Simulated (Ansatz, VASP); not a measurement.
GaAs in VASP and in Ansatz

```xyz
2
Lattice="0.0000 2.8017 2.8017 2.8017 0.0000 2.8017 2.8017 2.8017 0.0000" Properties=species:S:1:pos:R:3 pbc="T T T"
Ga    0.0000    0.0000    0.0000
As    4.2025    4.2025    4.2025
```

Alike in both runs: functional LDA; k mesh 12 × 12 × 12; occupations gaussian, width 0.1 eV; no spin polarisation.

Ansatz relaxed the structure, and its values are those at the end. VASP's run is a single point on that final structure, the one shown.

```csv
,VASP,Ansatz
version,VASP 6.6.1,Ansatz 0.2.0
potentials or method,"VASP PAW LDA potentials, release 64 (Ga_d, As), cutoff 520 eV","scalar-relativistic, plane waves, PAW"
valence electrons in the cell,18,28
```

```tsv
	VASP	Ansatz	Ansatz less VASP
gap on the k mesh at the Fermi level (eV)	0.54	0.49	-0.049
least direct gap on the mesh (eV)	0.54	0.49	-0.049
pressure (GPa)	0.3	0.0	-0.32
```

LDA's correlation is that of Perdew and Zunger in VASP and of Perdew and Wang (1992) in Ansatz. VASP's potentials hold 18 valence electrons a cell and Ansatz's 28, so a difference there can come from the potentials and not from the codes.
